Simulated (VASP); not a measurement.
A run of VASP 6.6.1 is set up as follows.

The input POSCAR:

```
LiBr
1.0
    0.0000000000      2.7226905798      2.7226905798
    2.7226905798      0.0000000000      2.7226905798
    2.7226905798      2.7226905798      0.0000000000
Li Br
1 1
Direct
    0.0000000000      0.0000000000      0.0000000000
    0.5000000000      0.5000000000      0.5000000000
```

File INCAR.step1:

```
SYSTEM = LiBr
ALGO = Normal
EDIFF = 1E-5
ENCUT = 830
GGA = PE
GGA_COMPAT = .False.
ISMEAR = 0
LASPH = .True.
LCHARG = .False.
LREAL = .False.
LWAVE = .True.
NBANDS = 12
NELM = 120
PREC = Accurate
SIGMA = 0.1
```

The input INCAR.step2:

```
SYSTEM = LiBr
ALGO = Normal
EDIFF = 1E-6
ENCUT = 830
GGA_COMPAT = .False.
ISIF = 2
ISMEAR = 0
ISTART = 1
LASPH = .True.
LCHARG = .True.
LELF = .True.
LMIXTAU = .True.
LREAL = .False.
LVHAR = .True.
LWAVE = .False.
METAGGA = R2SCAN
NBANDS = 12
NELM = 120
PREC = Accurate
SIGMA = 0.1
```

Contents of KPOINTS:

```
k-points
0
Gamma
  4 4 4
  0 0 0
```

Potentials or basis: VASP PAW PBE potentials, release 64 (Li_sv, Br).

Command:

```sh
$ cat potpaw_PBE.64/Li_sv/POTCAR potpaw_PBE.64/Br/POTCAR > POTCAR
$ cp INCAR.step1 INCAR
$ mpirun -np 1 vasp_std > vasp.out
$ cp INCAR.step2 INCAR
$ mpirun -np 1 vasp_std > vasp.out
```

(1) Predict the band gap on the k mesh.

(2) Predict the pressure.

Results:

(1) 6.02 eV, direct.

(2) 0.2 GPa.

Caveat: the k points lie up to 0.50 Å⁻¹ apart; the PAW data sets were made with another functional, which shifts forces and pressure a little.
